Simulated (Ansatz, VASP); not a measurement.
## RuSe: VASP beside Ansatz

```
CELL_PARAMETERS angstrom
4.10617 0.00000 0.00000
-2.05309 3.55605 0.00000
0.00000 0.00000 6.72496
ATOMIC_POSITIONS crystal
Ru 0.66667 0.33333 0.00000
Ru 0.33333 0.66667 0.50000
Se 0.66667 0.33333 0.62520
Se 0.33333 0.66667 0.12520
```

Alike in both runs: task single point; functional PBE; k mesh 5 × 5 × 3; occupations gaussian, width 0.05 eV; collinear spin.

|  | VASP | Ansatz |
| --- | --- | --- |
| version | VASP 6.6.1 | Ansatz 0.2.0 |
| potentials or method | VASP PAW PBE potentials, release 64 (Ru_pv, Se), cutoff 520 eV | scalar-relativistic, plane waves, PAW |
| valence electrons in the cell | 40 | 64 |

```csv
,VASP,Ansatz,Ansatz less VASP
gap on the k mesh at the Fermi level (eV),none,none,-
pressure (GPa),-12.0,-12.0,-0.04
"traceless stress, the component that is largest in VASP (GPa)",1.44,1.44,+0.006
rms of the force components (eV/Å),0.065,0.065,-0.0004
net moment per atom (μB),0.00,0.00,0.000
```

Atom by atom the forces differ by 0.000 eV/Å (rms over components). A gap of «none» marks a metal or a gap that the smearing closes. VASP's potentials hold 40 valence electrons a cell and Ansatz's 64, so a difference there can come from the potentials and not from the codes. Ansatz's warnings: seeded moment not kept, specified occupation not kept, symmetry narrowed by occupation matrices.
